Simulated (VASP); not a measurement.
# AlCo (Pm-3m) in VASP: notebook

The runs below take AlCo through single point, with PBEsol.

All numbers are computed with VASP 6.6.1; they aren't measurements. Logs are shortened: lines on timing, memory, paths and dates and some standing lists are left out, and cuts for length are marked.

**1. The cell of the first run**

The structure is cubic, space group Pm-3m (No. 221). The conventional cell has a = 2.819 Å, b = 2.819 Å, c = 2.819 Å, α = 90.00°, β = 90.00°, γ = 90.00°. Al (site symmetry m-3m) has 8 Co at 2.44 Å and 6 Al at 2.82 Å within 3.2 Å. Within 3.2 Å of Co (site symmetry m-3m) lie 8 Al at 2.44 Å and 6 Co at 2.82 Å.

**2. Single point, PBEsol**

Contents of INCAR:

```
PREC = Accurate
ENCUT = 520
EDIFF = 1E-6
ISMEAR = 0
SIGMA = 0.15
LREAL = F
LASPH = T
NELM = 60
ALGO = Normal
ISIF = 2
LWAVE = F
LCHARG = F
GGA = PS
NBANDS = 13
```

Contents of KPOINTS:

```
Automatic mesh
0
Gamma
  16 16 16
```

Contents of POSCAR:

```
AlCo
1.0
    2.8194032100      0.0000000000      0.0000000000
    0.0000000000      2.8194032100      0.0000000000
    0.0000000000      0.0000000000      2.8194032100
Al Co
1 1
Direct
    0.0000000000      0.0000000000      0.0000000000
    0.5000000000      0.5000000000      0.5000000000
```

Potentials or basis: VASP PAW PBE potentials, release 64 (Al, Co).

Started as:

```
$ cat potpaw_PBE.64/Al/POTCAR potpaw_PBE.64/Co/POTCAR > POTCAR
$ mpirun -np 1 vasp_std > vasp.out
```

OUTCAR:

```text
PREC = Accurate
   ENCUT = 520
   EDIFF = 1E-6
   ISMEAR = 0
   LREAL = F
   LASPH = T
   NELM = 60
   ISIF = 2
   GGA = PS

 ion  position               nearest neighbor table
   1  0.000  0.000  0.000-   2 2.44   2 2.44   2 2.44   2 2.44   2 2.44   2 2.44   2 2.44   2 2.44

   2  0.500  0.500  0.500-   1 2.44   1 2.44   1 2.44   1 2.44   1 2.44   1 2.44   1 2.44   1 2.44

  LATTYP: Found a simple cubic cell.
 ALAT       =     2.8194032100

  Lattice vectors:

 A1 = (   2.8194032100,   0.0000000000,   0.0000000000)
 A2 = (   0.0000000000,   2.8194032100,   0.0000000000)
 A3 = (   0.0000000000,   0.0000000000,   2.8194032100)

Analysis of symmetry for initial positions (statically):
=====================================================================
 Subroutine PRICEL returns:
 Original cell was already a primitive cell.

 Routine SETGRP: Setting up the symmetry group for a
 simple cubic supercell.

 Subroutine GETGRP returns: Found 48 space group operations
 (whereof 48 operations were pure point group operations)
 out of a pool of 48 trial point group operations.

The static configuration has the point symmetry O_h .

Analysis of symmetry for dynamics (positions and initial velocities):
=====================================================================
 Subroutine PRICEL returns:
 Original cell was already a primitive cell.

 Routine SETGRP: Setting up the symmetry group for a
 simple cubic supercell.

 Subroutine GETGRP returns: Found 48 space group operations
 (whereof 48 operations were pure point group operations)
 out of a pool of 48 trial point group operations.

The dynamic configuration has the point symmetry O_h .

 Subroutine INISYM returns: Found 48 space group operations
 (whereof 48 operations are pure point group operations),
 and found     1 'primitive' translations

----------------------------------------------------------------------------------------

                                     Primitive cell

  volume of cell :      22.4115

  direct lattice vectors                    reciprocal lattice vectors
     2.819403210  0.000000000  0.000000000     0.354684990  0.000000000  0.000000000
     0.000000000  2.819403210  0.000000000     0.000000000  0.354684990  0.000000000
     0.000000000  0.000000000  2.819403210     0.000000000  0.000000000  0.354684990

  length of vectors
     2.819403210  2.819403210  2.819403210     0.354684990  0.354684990  0.354684990

  position of ions in fractional coordinates (direct lattice)
     0.000000000  0.000000000  0.000000000
     0.500000000  0.500000000  0.500000000
[... 83 lines left out ...]
   ISIF   =      2    stress and relaxation
   ISYM   =      2    0-nonsym 1-usesym 2-fastsym
   POTIM  = 0.5000    time-step for ionic-motion
   TEBEG  =    0.0;   TEEND  =   0.0 temperature during run
   PSTRESS=    0.0 pullay stress
   NELECT =      12.0000    total number of electrons
   NUPDOWN=      -1.0000    fix difference up-down
   EMIN   =  10.00;   EMAX   =-10.00  energy-range for DOS
   EFERMI =   0.00;   METHOD = LEGACY
   ISMEAR =     0;   SIGMA  =   0.15  broadening in eV -4-tet -1-fermi 0-gaus
   EFERMI_NEDOS =   21; number of points for ismear=-14 and -15
   IALGO  =     38    algorithm
   IMIX   =      4    mixing-type and parameters
     AMIX     =   0.40;   BMIX     =  1.00
     AMIX_MAG =   1.60;   BMIX_MAG =  1.00
  volume/ion in A,a.u.               =      11.21        75.62
  Fermi-wavevector in a.u.,A,eV,Ry     =   1.329366  2.512138 24.044423  1.767215
  Thomas-Fermi vector in A             =   2.458534
   LORBIT       =      0    0 simple, 1 ext, 2 COOP (PROOUT), +10 PAW based schemes
   GGA     = PS    functional components
   LHFCALC =     F    Hartree Fock is set to
   AEXX    =    0.0000 exact exchange contribution
   IVDW    =     0    specifies the selected vdW correction
   LEPSILON=     F    determine dielectric tensor
   LRPA    =     F    only Hartree local field effects (RPA)
 non-spin polarized calculation
 Gauss-broadening in eV      SIGMA  =   0.15
  energy-cutoff  :      520.00
  volume of cell :       22.41
 maximum number of plane-waves:       624
 NGX is ok and might be reduce to    24
   NGX = 11   NGY = 11   NGZ = 11

 number of electron      11.9999996 magnetization

 Free energy of the ion-electron system (eV)
  ---------------------------------------------------
  ext. energy  EPLUGINS =         0.00000000
  ---------------------------------------------------
  free energy    TOTEN  =       -13.08547669 eV

  energy without entropy =      -13.07623943  energy(sigma->0) =      -13.08085806

 E-fermi :  10.8726     XC(G=0): -12.5437

 val. band max:       10.8406682356   @ k =   0.5000   0.3750   0.0625
 cond. band min:      10.8741393493   @ k =   0.5000   0.4375   0.1875
 fundamental gap:      0.0334711136
 Fermi energy:        10.8725626770

 k-point     1 :       0.0000    0.0000    0.0000
  band No.  band energies     occupation
      1      -0.4037      2.00000
      2       7.7534      2.00000
      3       7.7534      2.00000
      4      10.0289      2.00000
      5      10.0289      2.00000
      6      10.0289      2.00000
      7      17.0122      0.00000
      8      17.0122      0.00000
      9      17.0122      0.00000
     10      19.7724      0.00000
     11      19.7724      0.00000
     12      26.6584      0.00000
     13      32.8798      0.00000
[... 354 lines left out ...]
  band No.  band energies     occupation
      1       4.1727      2.00000
      2       4.3856      2.00000
      3       8.4426      2.00000
      4       9.0011      2.00000
      5       9.1429      2.00000
      6      10.0127      2.00000
      7      11.0536      0.08792
      8      18.3849      0.00000
      9      19.6217      0.00000
     10      22.1435      0.00000
     11      22.9314      0.00000
     12      22.9974      0.00000
     13      27.5764      0.00000

 [... further k-points ...]
[... 5 lines left out ...]
  --------------------------------------------------------------------------------------
  -------------------------------------------------------------------------------------
  Total        0.1144689      0.1144689      0.1144689      0.0000000     -0.0000000      0.0000000
  in kB        8.1832640      8.1832640      8.1832640      0.0000000     -0.0000000      0.0000000
  external PRESSURE =       8.1832640 kB  Pullay stress =       0.0000000 kB

 VOLUME and BASIS-vectors are now :
 -----------------------------------------------------------------------------
  energy-cutoff  :      520.00
  volume of cell :       22.41
      direct lattice vectors                 reciprocal lattice vectors
     2.819403210  0.000000000  0.000000000     0.354684990  0.000000000  0.000000000
     0.000000000  2.819403210  0.000000000     0.000000000  0.354684990  0.000000000
     0.000000000  0.000000000  2.819403210     0.000000000  0.000000000  0.354684990

 POSITION                                       TOTAL-FORCE (eV/Angst)
 -----------------------------------------------------------------------------------
      0.00000      0.00000      0.00000         0.000000      0.000000      0.000000
      1.40970      1.40970      1.40970         0.000000      0.000000      0.000000
 -----------------------------------------------------------------------------------
    total drift:                                0.000000     -0.000000     -0.000000

  FREE ENERGIE OF THE ION-ELECTRON SYSTEM (eV)
  ---------------------------------------------------
  free  energy   TOTEN  =       -13.0854766913 eV

  energy  without entropy=      -13.0762394263  energy(sigma->0) =      -13.08085806
```

It took 30 s on 1 thread of Intel Xeon Platinum 8259CL at 2.50GHz (Skylake/Cascade Lake), shared host; peak memory 0.17 GiB.

Results:

```yaml
Free_energy: -13.0855 eV
Pressure: 0.8 GPa
Band_gap_on_the_k_mesh: zero (band 6 reaches 13.25 eV, above the bottom of band 7 at 10.62 eV)
```

Levels at points of the mesh, in eV from the Fermi level:
```
           k point  band 4  band 5  band 6  band 7  band 8  band 9
(0.00, 0.00, 0.00)   -0.84   -0.84   -0.84    6.14    6.14    6.14
(0.50, 0.00, 0.00)   -1.76   -1.76   -0.72    0.19    8.47   10.78
(0.50, 0.50, 0.00)   -2.72   -1.55   -1.55   -0.25    2.51    3.71
(0.50, 0.50, 0.50)   -0.21   -0.21    2.38    2.38    2.38    4.46
```

Caveat: the PAW data sets were made with another functional, which shifts forces and pressure a little. Spin polarisation is off, so any magnetic state and its effect on volume and gap are missing.

**3. Single point, PBEsol**

Contents of INCAR:

```
ALGO     = Normal         # electronic algorithm
EDIFF    = 1E-6           # SCF threshold, eV
ENCUT    = 520            # plane-wave cutoff, eV
GGA      = PS             # functional
ISIF     = 2              # what is computed and relaxed
ISMEAR   = 0              # smearing method
LASPH    = True           # aspherical terms in the spheres
LCHARG   = False          # write CHGCAR
LREAL    = False          # projectors in reciprocal space
LWAVE    = False          # write WAVECAR
NBANDS   = 13             # bands
NELM     = 80             # most SCF steps
PREC     = Accurate       # precision mode
SIGMA    = 0.15           # smearing width, eV
```

Contents of KPOINTS:

```
k-points
0
Gamma
  18 18 18
```

POSCAR is that of step 2.

Potentials or basis: VASP PAW PBE potentials, release 64 (Al, Co).

Started as:

```
$ cat potpaw_PBE.64/Al/POTCAR potpaw_PBE.64/Co/POTCAR > POTCAR
$ mpirun -np 1 vasp_std > vasp.out
```

Run time: 42 s. Hardware: 1 thread of Intel Xeon Platinum 8259CL at 2.50GHz (Skylake/Cascade Lake), shared host; peak memory 0.19 GiB.

It converged, with:

- Free energy: -13.0857 eV
- Pressure: 0.8 GPa
- Band gap on the k mesh: zero (band 6 reaches 13.25 eV, above the bottom of band 7 at 10.62 eV)

Levels at points of the mesh, in eV from the Fermi level:
```tsv
k point	band 3	band 4	band 5	band 6	band 7	band 8	band 9	band 10
(0.00, 0.00, 0.00)	-3.11	-0.84	-0.84	-0.84	6.15	6.15	6.15	8.91
(0.50, 0.00, 0.00)	-2.50	-1.75	-1.75	-0.72	0.20	8.48	10.78	10.78
(0.50, 0.50, 0.00)	-2.72	-2.72	-1.54	-1.54	-0.25	2.52	3.71	13.16
(0.50, 0.50, 0.50)	-4.06	-0.21	-0.21	2.39	2.39	2.39	4.47	5.56
```

Caveat: the PAW data sets were made with another functional, which shifts forces and pressure a little.
